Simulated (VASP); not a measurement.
# CoNiO2 (P4/mmm) in VASP: further runs, part 2 of 2

VASP 6.6.1.

### Step 4. Single point, PBEsol, collinear spin, ferromagnetic start (volume scaled by 0.96)

Input file INCAR:

```
  ALGO = Normal
  EDIFF = 1E-7
  ENCUT = 520
  GGA = PS
  ISIF = 2
  ISMEAR = -1
  ISPIN = 2
  LASPH = T
  LCHARG = F
  LMAXMIX = 4
  LORBIT = 11
  LREAL = F
  LWAVE = F
  MAGMOM = 1 2 0 0
  NBANDS = 28
  NELM = 150
  PREC = Accurate
  SIGMA = 0.05
```

Input file KPOINTS:

```
k-points
0
Gamma
  9 9 6
```

Input file POSCAR:

```
CoNiO2
1.0
    2.9735937763      0.0000000000      0.0000000000
    0.0000000000      2.9735937763      0.0000000000
    0.0000000000      0.0000000000      4.1652200993
Ni Co O
1 1 2
Direct
    0.0000000000      0.0000000000      0.0000000000
    0.5000000000      0.5000000000      0.5000000000
    0.0000000000      0.0000000000      0.5000000000
    0.5000000000      0.5000000000      0.0000000000
```

Potentials or basis: VASP PAW PBE potentials, release 64 (Ni, Co, O).

On the command line:

```
> cat potpaw_PBE.64/Ni/POTCAR potpaw_PBE.64/Co/POTCAR potpaw_PBE.64/O/POTCAR > POTCAR
> mpirun -np 1 vasp_std > vasp.out
```

OUTCAR:

```text
EDIFF = 1E-7
   ENCUT = 520
   GGA = PS
   ISIF = 2
   ISMEAR = -1
   ISPIN = 2
   LASPH = T
   LORBIT = 11
   LREAL = F
   NELM = 150
   PREC = Accurate

 ion  position               nearest neighbor table
   1  0.000  0.000  0.000-   3 2.08   3 2.08   4 2.10   4 2.10   4 2.10   4 2.10   2 2.96   2 2.96
                             2 2.96   2 2.96   2 2.96   2 2.96   2 2.96   2 2.96
   2  0.500  0.500  0.500-   4 2.08   4 2.08   3 2.10   3 2.10   3 2.10   3 2.10   1 2.96   1 2.96
                             1 2.96   1 2.96   1 2.96   1 2.96   1 2.96   1 2.96
   3  0.000  0.000  0.500-   1 2.08   1 2.08   2 2.10   2 2.10   2 2.10   2 2.10
   4  0.500  0.500  0.000-   2 2.08   2 2.08   1 2.10   1 2.10   1 2.10   1 2.10

  LATTYP: Found a simple tetragonal cell.
 ALAT       =     2.9735937763
 C/A-ratio  =     1.4007360832

  Lattice vectors:
[... 1649 lines left out ...]

 [... further k-points ...]

 [bands above 27 left out]

------------------------ aborting loop because EDIFF is reached ----------------------------------------

  FORCE on cell =-STRESS in cart. coord.  units (eV):
  Direction    XX          YY          ZZ          XY          YZ          ZX
  --------------------------------------------------------------------------------------
  -------------------------------------------------------------------------------------
  Total       -2.0364599     -2.0364599     -1.6503657      0.0000000      0.0000000      0.0000000
  in kB      -88.5901033    -88.5901033    -71.7942308      0.0000000      0.0000000      0.0000000
  external PRESSURE =     -82.9914791 kB  Pullay stress =       0.0000000 kB

 VOLUME and BASIS-vectors are now :
 -----------------------------------------------------------------------------
  energy-cutoff  :      520.00
  volume of cell :       36.83
      direct lattice vectors                 reciprocal lattice vectors
     2.973593776  0.000000000  0.000000000     0.336293413  0.000000000  0.000000000
     0.000000000  2.973593776  0.000000000     0.000000000  0.336293413  0.000000000
     0.000000000  0.000000000  4.165220099     0.000000000  0.000000000  0.240083351

 POSITION                                       TOTAL-FORCE (eV/Angst)
 -----------------------------------------------------------------------------------
      0.00000      0.00000      0.00000         0.000000      0.000000      0.000000
      1.48680      1.48680      2.08261         0.000000      0.000000      0.000000
      0.00000      0.00000      2.08261         0.000000      0.000000      0.000000
      1.48680      1.48680      0.00000         0.000000      0.000000      0.000000
 -----------------------------------------------------------------------------------
    total drift:                                0.000000     -0.000000     -0.000000

  FREE ENERGIE OF THE ION-ELECTRON SYSTEM (eV)
  ---------------------------------------------------
  free  energy   TOTEN  =       -26.3369065141 eV

  energy  without entropy=      -26.2784116500  energy(sigma->0) =      -26.30765908

 total charge

# of ion       s       p       d       tot
------------------------------------------
    1        0.327   0.392   8.336   9.055
    2        0.310   0.389   7.183   7.882
    3        1.556   3.391   0.000   4.947
    4        1.560   3.368   0.000   4.928
--------------------------------------------------
tot          3.752   7.540  15.520  26.812

 magnetization (x)

# of ion       s       p       d       tot
------------------------------------------
    1        0.010   0.009   0.761   0.780
    2        0.019   0.020   2.333   2.372
    3        0.025   0.192   0.000   0.217
    4        0.021   0.140   0.000   0.161
--------------------------------------------------
tot          0.076   0.361   3.095   3.531
```

OSZICAR:

```text
N       E                     dE             d eps       ncg     rms          rms(c)
DAV:   1     0.246659917713E+03    0.24666E+03   -0.14102E+04  6960   0.141E+03
DAV:   2    -0.623065626233E+01   -0.25289E+03   -0.22593E+03  6872   0.324E+02
DAV:   3    -0.304330936611E+02   -0.24202E+02   -0.22561E+02  7424   0.109E+02
[... 16 lines left out ...]
DAV:  20    -0.263369084505E+02   -0.71633E-05   -0.93219E-06  9424   0.424E-02    0.452E-02
DAV:  21    -0.263369085158E+02   -0.65230E-07   -0.16605E-06  9388   0.180E-02    0.364E-02
DAV:  22    -0.263369067717E+02    0.17440E-05   -0.45780E-06  8772   0.392E-02    0.147E-02
DAV:  23    -0.263369064205E+02    0.35123E-06   -0.19320E-06 10060   0.205E-02    0.364E-03
DAV:  24    -0.263369065141E+02   -0.93582E-07   -0.24868E-07  4984   0.522E-03
   1 F= -.26336907E+02 E0= -.26307659E+02  d E =-.584949E-01  mag=     3.6023
```

It took 86 s on 1 thread of Intel Xeon 6975P-C (Granite Rapids), shared host; peak memory 0.22 GiB.

Results:

```yaml
Free_energy: -26.3369 eV
Pressure: -8.3 GPa
Net_moment: 3.60 μB per cell
Site_moments: Ni +0.78; Co +2.37; O +0.22, +0.16 μB
Valence_electrons_inside_the_program's_atomic_spheres: Ni 9.05; Co 7.88; O 4.95, 4.93
```

Levels at points of the mesh, in eV from the Fermi level:
Spin up:
| k point | band 14 | band 15 | band 16 | band 17 | band 18 | band 19 | band 20 | band 21 | band 22 | band 23 |
| --- | --- | --- | --- | --- | --- | --- | --- | --- | --- | --- |
| (0.00, 0.00, 0.00) | -2.42 | -2.03 | -1.57 | -1.34 | -1.34 | 1.28 | 6.09 | 10.22 | 11.85 | 16.19 |
| (0.00, 0.00, 0.50) | -1.64 | -1.47 | -1.15 | -1.15 | -0.98 | 5.17 | 5.22 | 13.05 | 13.05 | 13.10 |
Spin down:
| k point | band 10 | band 11 | band 12 | band 13 | band 14 | band 15 | band 16 | band 17 | band 18 | band 19 |
| --- | --- | --- | --- | --- | --- | --- | --- | --- | --- | --- |
| (0.00, 0.00, 0.00) | -1.49 | -1.49 | -1.33 | -0.89 | -0.79 | -0.09 | -0.09 | 0.11 | 0.68 | 1.62 |
| (0.00, 0.00, 0.50) | -1.75 | -0.83 | -0.60 | -0.60 | 0.04 | 0.05 | 0.06 | 0.06 | 1.03 | 5.56 |

Caveat: the PAW data sets were made with another functional, which shifts forces and pressure a little; semilocal functionals often make such compounds metallic where correlation or magnetic order opens a gap, which also shifts bond lengths.

### Step 5. Single point, PBEsol, collinear spin, ferromagnetic start (volume scaled by 0.98)

Input file INCAR:

```
PREC     = Accurate       # precision mode
ENCUT    = 520            # plane-wave cutoff, eV
EDIFF    = 1E-7           # SCF threshold, eV
ISMEAR   = -1             # smearing method
SIGMA    = 0.05           # smearing width, eV
LREAL    = False          # projectors in reciprocal space
LASPH    = True           # aspherical terms in the spheres
NELM     = 150            # most SCF steps
ALGO     = Normal         # electronic algorithm
ISIF     = 2              # what is computed and relaxed
LWAVE    = False          # write WAVECAR
LCHARG   = False          # write CHGCAR
ISPIN    = 2              # spin polarisation
MAGMOM   = 1 2 0 0        # initial moments
LORBIT   = 11             # projections on sites
LMAXMIX  = 4              # l up to which the mixer works
GGA      = PS             # functional
NBANDS   = 28             # bands
```

Input file KPOINTS:

```
regular mesh
0
Gamma
  9 9 6
```

Input file POSCAR:

```
CoNiO2
1.0
    2.9941019676      0.0000000000      0.0000000000
    0.0000000000      2.9941019676      0.0000000000
    0.0000000000      0.0000000000      4.1939466629
Ni Co O
1 1 2
Direct
    0.0000000000      0.0000000000      0.0000000000
    0.5000000000      0.5000000000      0.5000000000
    0.0000000000      0.0000000000      0.5000000000
    0.5000000000      0.5000000000      0.0000000000
```

Potentials or basis: VASP PAW PBE potentials, release 64 (Ni, Co, O).

On the command line:

```
> cat potpaw_PBE.64/Ni/POTCAR potpaw_PBE.64/Co/POTCAR potpaw_PBE.64/O/POTCAR > POTCAR
> mpirun -np 1 vasp_std > vasp.out
```

OUTCAR:

```text
PREC = Accurate
   ENCUT = 520
   EDIFF = 1E-7
   ISMEAR = -1
   LREAL = False
   LASPH = True
   NELM = 150
   ISIF = 2
   ISPIN = 2
   LORBIT = 11
   GGA = PS

 ion  position               nearest neighbor table
   1  0.000  0.000  0.000-   3 2.10   3 2.10   4 2.12   4 2.12   4 2.12   4 2.12   2 2.98   2 2.98
                             2 2.98   2 2.98   2 2.98   2 2.98   2 2.98   2 2.98
   2  0.500  0.500  0.500-   4 2.10   4 2.10   3 2.12   3 2.12   3 2.12   3 2.12   1 2.98   1 2.98
                             1 2.98   1 2.98   1 2.98   1 2.98   1 2.98   1 2.98
   3  0.000  0.000  0.500-   1 2.10   1 2.10   2 2.12   2 2.12   2 2.12   2 2.12
   4  0.500  0.500  0.000-   2 2.10   2 2.10   1 2.12   1 2.12   1 2.12   1 2.12

  LATTYP: Found a simple tetragonal cell.
 ALAT       =     2.9941019676
 C/A-ratio  =     1.4007360832

  Lattice vectors:

 A1 = (   2.9941019676,   0.0000000000,   0.0000000000)
 A2 = (   0.0000000000,   2.9941019676,   0.0000000000)
 A3 = (   0.0000000000,   0.0000000000,   4.1939466629)

Analysis of symmetry for initial positions (statically):
=====================================================================
 Subroutine PRICEL returns:
 Original cell was already a primitive cell.

 Routine SETGRP: Setting up the symmetry group for a
 simple tetragonal supercell.

 Subroutine GETGRP returns: Found 16 space group operations
 (whereof 16 operations were pure point group operations)
 out of a pool of 16 trial point group operations.

The static configuration has the point symmetry D_4h.

Analysis of symmetry for dynamics (positions and initial velocities):
=====================================================================
 Subroutine PRICEL returns:
 Original cell was already a primitive cell.

 Routine SETGRP: Setting up the symmetry group for a
 simple tetragonal supercell.

 Subroutine GETGRP returns: Found 16 space group operations
 (whereof 16 operations were pure point group operations)
 out of a pool of 16 trial point group operations.

The dynamic configuration has the point symmetry D_4h.

Analysis of structural, dynamic, and magnetic symmetry:
[... 167 lines left out ...]
 fundamental gap:      0.0026200655
 Fermi energy:         7.7193431895

 spin component 1

 k-point     1 :       0.0000    0.0000    0.0000
  band No.  band energies     occupation
      1     -12.5882      1.00000
      2     -11.2170      1.00000
      3       0.7736      1.00000
      4       3.2591      1.00000
      5       3.2591      1.00000
      6       3.9239      1.00000
[... 709 lines left out ...]
     26      22.4584      0.00000
     27      27.4969      0.00000

 [... further k-points ...]

 spin component 2

 k-point     1 :       0.0000    0.0000    0.0000
  band No.  band energies     occupation
      1     -12.2213      1.00000
      2     -10.7955      1.00000
      3       1.0734      1.00000
      4       3.6492      1.00000
      5       3.6492      1.00000
      6       4.9332      1.00000
[... 709 lines left out ...]
     26      22.9402      0.00000
     27      27.8255      0.00000

 [... further k-points ...]

 [bands above 27 left out]

------------------------ aborting loop because EDIFF is reached ----------------------------------------

  FORCE on cell =-STRESS in cart. coord.  units (eV):
  Direction    XX          YY          ZZ          XY          YZ          ZX
  --------------------------------------------------------------------------------------
  -------------------------------------------------------------------------------------
  Total       -2.7585092     -2.7585092     -2.3456530      0.0000000     -0.0000000      0.0000000
  in kB     -117.5517060   -117.5517060    -99.9581664      0.0000000     -0.0000000      0.0000000
  external PRESSURE =    -111.6871928 kB  Pullay stress =       0.0000000 kB

 VOLUME and BASIS-vectors are now :
 -----------------------------------------------------------------------------
  energy-cutoff  :      520.00
  volume of cell :       37.60
      direct lattice vectors                 reciprocal lattice vectors
     2.994101968  0.000000000  0.000000000     0.333989961  0.000000000  0.000000000
     0.000000000  2.994101968  0.000000000     0.000000000  0.333989961  0.000000000
     0.000000000  0.000000000  4.193946663     0.000000000  0.000000000  0.238438893

 POSITION                                       TOTAL-FORCE (eV/Angst)
 -----------------------------------------------------------------------------------
      0.00000      0.00000      0.00000         0.000000      0.000000      0.000000
      1.49705      1.49705      2.09697         0.000000      0.000000      0.000000
      0.00000      0.00000      2.09697         0.000000      0.000000      0.000000
      1.49705      1.49705      0.00000         0.000000      0.000000      0.000000
 -----------------------------------------------------------------------------------
    total drift:                                0.000000     -0.000000     -0.000000

  FREE ENERGIE OF THE ION-ELECTRON SYSTEM (eV)
  ---------------------------------------------------
  free  energy   TOTEN  =       -26.2911828078 eV

  energy  without entropy=      -26.2296023489  energy(sigma->0) =      -26.26039258

 total charge

# of ion       s       p       d       tot
------------------------------------------
    1        0.320   0.378   8.317   9.015
    2        0.304   0.376   7.159   7.839
    3        1.556   3.384   0.000   4.939
    4        1.559   3.362   0.000   4.921
--------------------------------------------------
tot          3.739   7.499  15.476  26.714

 magnetization (x)

# of ion       s       p       d       tot
------------------------------------------
    1        0.011   0.009   0.860   0.880
    2        0.019   0.019   2.413   2.451
    3        0.025   0.213   0.000   0.238
    4        0.022   0.162   0.000   0.183
--------------------------------------------------
tot          0.076   0.403   3.272   3.752
```

OSZICAR:

```text
N       E                     dE             d eps       ncg     rms          rms(c)
DAV:   1     0.241402987718E+03    0.24140E+03   -0.14143E+04  7016   0.140E+03
DAV:   2    -0.674502416498E+01   -0.24815E+03   -0.22256E+03  6964   0.321E+02
DAV:   3    -0.304741134618E+02   -0.23729E+02   -0.22026E+02  7412   0.108E+02
DAV:   4    -0.309772509706E+02   -0.50314E+00   -0.50122E+00  7196   0.159E+01
[... 13 lines left out ...]
DAV:  18    -0.262911790251E+02    0.84649E-05   -0.14833E-04  9456   0.195E-01    0.594E-02
DAV:  19    -0.262911817461E+02   -0.27210E-05   -0.33296E-05  9276   0.614E-02    0.253E-02
DAV:  20    -0.262911827662E+02   -0.10201E-05   -0.34216E-06  9296   0.342E-02    0.156E-02
DAV:  21    -0.262911827239E+02    0.42290E-07   -0.11642E-06  8732   0.105E-02    0.957E-03
DAV:  22    -0.262911828078E+02   -0.83862E-07   -0.40398E-07  5464   0.835E-03
   1 F= -.26291183E+02 E0= -.26260393E+02  d E =-.615805E-01  mag=     3.8300
```

It took 62 s on 1 thread of Intel Xeon 6975P-C (Granite Rapids), shared host; peak memory 0.23 GiB.

Results:

```
Free energy                                           : -26.2912 eV
Pressure                                              : -11.2 GPa
Net moment                                            : 3.83 μB per cell
Site moments                                          : Ni +0.88; Co +2.45; O +0.24, +0.18 μB
Valence electrons inside the program's atomic spheres : Ni 9.02; Co 7.84; O 4.94, 4.92
```

Caveat: the PAW data sets were made with another functional, which shifts forces and pressure a little; semilocal functionals often make such compounds metallic where correlation or magnetic order opens a gap, which also shifts bond lengths.

### Step 6. Summary

| cell | gap on the mesh (eV) | pressure (GPa) | moment (μB) |
| --- | --- | --- | --- |
| a = 3.073, b = 3.073, c = 4.305 Å, 4 atoms | none | -19.5 | 4.74 |
| a = 2.953, b = 2.953, c = 4.136 Å, 4 atoms | none | -5.3 | 3.38 |
| a = 2.974, b = 2.974, c = 4.165 Å, 4 atoms | none | -8.3 | 3.60 |
| a = 2.994, b = 2.994, c = 4.194 Å, 4 atoms | none | -11.2 | 3.83 |

Alike in all rows: task single point; level PBEsol; potentials or basis VASP PAW PBE potentials, release 64 (Ni, Co, O); spin collinear, ferromagnetic start; k mesh 9 × 9 × 6; cutoff (eV) 520; smearing fermi-dirac 0.05 eV.

Caveats: the PAW data sets were made with another functional, which shifts forces and pressure a little; semilocal functionals often make such compounds metallic where correlation or magnetic order opens a gap, which also shifts bond lengths.

Total energies depend on the potentials used, so only differences within one code and one set of settings carry meaning.
